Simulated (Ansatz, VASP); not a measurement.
# One calculation of V, two programs

```xyz
2
Lattice="2.5746 0.0000 0.0000 -1.2873 2.2297 0.0000 0.0000 0.0000 4.6387" Properties=species:S:1:pos:R:3 pbc="T T T"
V     0.0000    1.4865    1.1597
V     1.2873    0.7432    3.4790
```

Alike in both runs: functional PBEsol; k mesh 16 × 16 × 9; occupations fermi-dirac, width 0.05 eV; no spin polarisation.

Ansatz relaxed the structure, and its values are those at the end. VASP's run is a single point on that final structure, the one shown.

|  | VASP | Ansatz |
| --- | --- | --- |
| version | VASP 6.6.1 | Ansatz 0.2.0 |
| potentials or method | VASP PAW PBE potentials, release 64 (V_sv) | PAW with Ansatz's default frozen-core files, scalar-relativistic |
| plane-wave cutoff (eV) | 520 | 420 |
| valence electrons in the cell | 26 | 26 |

|  | VASP | Ansatz | Ansatz less VASP |
| --- | --- | --- | --- |
| pressure (GPa) | 0.1 | 0.0 | -0.13 |

VASP's potentials were made for PBE, not for PBEsol.
